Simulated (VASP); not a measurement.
Set up this calculation in VASP 6.6.1, as the native input.

```yaml
Task: single point
Functional: PBE
Potentials_or_basis: VASP PAW PBE potentials, release 64 (Bi_d, Te, O)
Cutoff: 520 eV
k_mesh: 6 × 6 × 10
Occupations: gaussian, width 0.1 eV
Spin: no spin polarisation
Dipole_correction: no
Further_INCAR_settings: ALGO = Normal; EDIFF = 1e-07; NBANDS = 32
```

The structure of Bi2Te2O lies in POSCAR:

```
Bi2Te2O
1.0
    5.8492918972      0.0000000000      0.0000000000
    0.0000000000      5.8492918972      0.0000000000
    0.0000000000      0.0000000000      4.3350291597
Bi Te O
2 2 1
Direct
    0.0000000000      0.5000000000      0.2327808226
    0.5000000000      0.0000000000      0.7672191774
    0.0000000000      0.0000000000      0.5000000000
    0.5000000000      0.5000000000      0.0000000000
    0.0000000000      0.0000000000      0.0000000000
```

The cell was built from a structure type or drawn by symmetry, and may not be a known phase.

The input as run:

INCAR

```
  ALGO = Normal
  EDIFF = 1E-7
  ENCUT = 520
  GGA = PE
  ISIF = 2
  ISMEAR = 0
  LASPH = T
  LCHARG = F
  LREAL = F
  LWAVE = F
  NBANDS = 32
  NELM = 60
  PREC = Accurate
  SIGMA = 0.1
```

KPOINTS

```
k-points
0
Gamma
  6 6 10
```

Potentials or basis: VASP PAW PBE potentials, release 64 (Bi_d, Te, O).

Command:

```sh
$ cat potpaw_PBE.64/Bi_d/POTCAR potpaw_PBE.64/Te/POTCAR potpaw_PBE.64/O/POTCAR > POTCAR
$ mpirun -np 1 vasp_std > vasp.out
```

Results of the run:

| Property | Result |
| --- | --- |
| Pressure | -0.1 GPa |
| Largest force | 0.004 eV/Å |
| Band gap on the k mesh | zero (bands 24 and 25 overlap by 1.32 eV) |

Caveat: spin-orbit coupling is left out, which moves the levels of the heavy elements.

Run time: 2.8 min on 1 thread of Intel(R) Xeon(R) 6975P-C (Granite Rapids), on a shared host, peak memory 0.43 GiB.
